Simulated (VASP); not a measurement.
Wanted: the native input for a VASP 6.6.1 run.

```
Task                   : single point
Functional             : r2SCAN
Potentials or basis    : VASP PAW PBE potentials, release 64 (Cd, Te)
Cutoff                 : 520 eV
k mesh                 : 10 × 10 × 10
Occupations            : gaussian, width 0.05 eV
Spin                   : no spin polarisation
Dipole correction      : no
Further INCAR settings : ALGO = Normal; EDIFF = 1e-06; NBANDS = 16
```

CdTe:

```
CELL_PARAMETERS angstrom
0.00000 3.09360 3.09360
3.09360 0.00000 3.09360
3.09360 3.09360 0.00000
ATOMIC_POSITIONS crystal
Cd 0.00000 0.00000 0.00000
Te 0.25000 0.25000 0.25000
```

This cell differs from its parent crystal: volume scaled by 0.840.

The input as run:

POSCAR

```
CdTe
1.0
    0.0000000000      3.0936011194      3.0936011194
    3.0936011194      0.0000000000      3.0936011194
    3.0936011194      3.0936011194      0.0000000000
Cd Te
1 1
Direct
    0.0000000000      0.0000000000      0.0000000000
    0.2500000000      0.2500000000      0.2500000000
```

INCAR.step1

```
SYSTEM = CdTe
ALGO = Normal ; EDIFF = 1E-4
ENCUT = 520 ; GGA = PE
ISMEAR = 0 ; LASPH = .True.
LCHARG = .False. ; LREAL = .False.
LWAVE = .True. ; NBANDS = 16
NELM = 80 ; PREC = Accurate
SIGMA = 0.05
```

INCAR.step2

```
SYSTEM = CdTe
ALGO = Normal ; EDIFF = 1E-6
ENCUT = 520 ; ISIF = 2
ISMEAR = 0 ; ISTART = 1
LASPH = .True. ; LCHARG = .False.
LMIXTAU = .True. ; LREAL = .False.
LWAVE = .False. ; METAGGA = R2SCAN
NBANDS = 16 ; NELM = 80
PREC = Accurate ; SIGMA = 0.05
```

KPOINTS

```
k-points
0
Gamma
  10 10 10
  0 0 0
```

Potentials or basis: VASP PAW PBE potentials, release 64 (Cd, Te).

Command:

```console
$ cat potpaw_PBE.64/Cd/POTCAR potpaw_PBE.64/Te/POTCAR > POTCAR
$ cp INCAR.step1 INCAR
$ mpirun -np 1 vasp_std > vasp.out
$ cp INCAR.step2 INCAR
$ mpirun -np 1 vasp_std > vasp.out
```

Results of the run:

The pressure is 10.8 GPa and the band gap on the k mesh is 1.74 eV, direct.

Caveat: the PAW data sets were made with another functional, which shifts forces and pressure a little; spin-orbit coupling is left out, which moves the levels of the heavy elements.

Run time: 120 s on 1 thread of AMD EPYC 9R45 96-Core Processor (Zen 5) (shared host), peak memory 0.21 GiB.
